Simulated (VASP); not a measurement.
# MgO: single point with PBEsol

MgO:

```
Mg O
1.0
     0.00000    2.10217    2.10217
     2.10217    0.00000    2.10217
     2.10217    2.10217    0.00000
Mg O
1 1
Direct
  0.00000 0.00000 0.00000
  0.50000 0.50000 0.50000
```

```json
{
 "Program": "VASP 6.6.1",
 "Task": "single point",
 "Functional": "PBEsol",
 "Potentials or basis": "VASP PAW PBE potentials, release 64 (Mg, O)",
 "Cutoff": "520 eV",
 "k mesh": "8 × 8 × 8",
 "Occupations": "methfessel-paxton, width 0.05 eV",
 "Spin": "no spin polarisation",
 "Dipole correction": "no",
 "Further INCAR settings": "ALGO = Normal; EDIFF = 1e-06; NBANDS = 11"
}
```

| Item | Value |
| --- | --- |
| Pressure | 0.6 GPa |
| Band gap on the k mesh | 4.69 eV, direct |

Levels at points of the mesh, in eV from the valence-band top:
```csv
k point,band 2,band 3,band 4,band 5,band 6,band 7
"(0.00, 0.00, 0.00)",0.00,0.00,0.00,4.69,15.66,15.66
"(0.50, 0.00, 0.00)",-4.71,-0.67,-0.67,7.78,12.57,16.23
"(0.50, 0.50, 0.00)",-4.17,-1.37,-1.37,8.93,9.94,13.03
```

Wall time 4.3 s on 1 thread of Intel(R) Xeon(R) Platinum 8488C (Sapphire Rapids) (shared host), peak memory 0.14 GiB.

Caveat: the PAW data sets were made with another functional, which shifts forces and pressure a little.
